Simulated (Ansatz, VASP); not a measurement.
TaN: VASP beside Ansatz

INCAR

```
  PREC = Accurate
  ENCUT = 600
  EDIFF = 1E-6
  ISMEAR = -1
  SIGMA = 0.1
  LREAL = F
  LASPH = T
  NELM = 60
  ALGO = Normal
  ISIF = 3
  LWAVE = F
  LCHARG = F
  GGA = PE
  IBRION = 2
  NSW = 80
  EDIFFG = -0.01
```

KPOINTS

```
Automatic mesh
0
Gamma
  12 12 11
```

POSCAR

```
TaN
1.0
    2.9380000000      0.0000000000      0.0000000000
   -1.4690000000      2.5443826400      0.0000000000
    0.0000000000      0.0000000000      2.8830000000
Ta N
1 1
Direct
    0.3333333300      0.6666666700      0.5000000000
    0.0000000000      0.0000000000      0.0000000000
```

Input for Ansatz:

```yaml
crystal:
  lattice:
    - [2.938, 0.0, 0.0]
    - [-1.469, 2.54438264, 0.0]
    - [0.0, 0.0, 2.883]
  atoms:
    - { symbol: Ta, position: [0.33333333, 0.66666667, 0.5] }
    - { symbol: "N", position: [0.0, 0.0, 0.0] }
  symmetry: { tolerance: 0.0003 }
hamiltonian:
  xc: pbe
  pseudopotentials: { kind: paw, azcp: { folder: soft_1 } }
basis:
  ecutwfc: 420
magnetization:
  spin_polarized: false
scf:
  occupations: { method: fermi_dirac, width: 0.1 }
kpoints:
  mp_grid: { grid: [12, 12, 11], shift: [0, 0, 0] }
output:
  forces: true
  stress: true
  eigenvalues: true
relax:
  max_steps: 60
  cell: {}
```

Alike in both runs: task relaxation of cell and atoms; functional PBE; k mesh 12 × 12 × 11; occupations fermi-dirac, width 0.1 eV; no spin polarisation.

|  | VASP | Ansatz |
| --- | --- | --- |
| version | VASP 6.6.1 | Ansatz 0.2.0 |
| potentials or method | VASP PAW PBE potentials, release 64 (Ta_pv, N), cutoff 600 eV | PAW plane waves |
| valence electrons in the cell | 16 | 18 |

Ansatz gave:

```
gap on the k mesh at the Fermi level, each at its own relaxed structure (eV) : none
relaxed volume (Å³/atom)                                                     : 10.92
relaxed cell length with the largest relative difference (Å)                 : 2.898
```

Q: Which values does VASP return?

A: gap on the k mesh at the Fermi level, each at its own relaxed structure (eV): none; relaxed volume (Å³/atom): 10.94; relaxed cell length with the largest relative difference (Å): 2.900.

A gap of «none» marks a metal or a gap that the smearing closes. VASP's potentials hold 16 valence electrons a cell and Ansatz's 18, so a difference there can come from the potentials and not from the codes.

Neither program's run includes spin-orbit coupling.
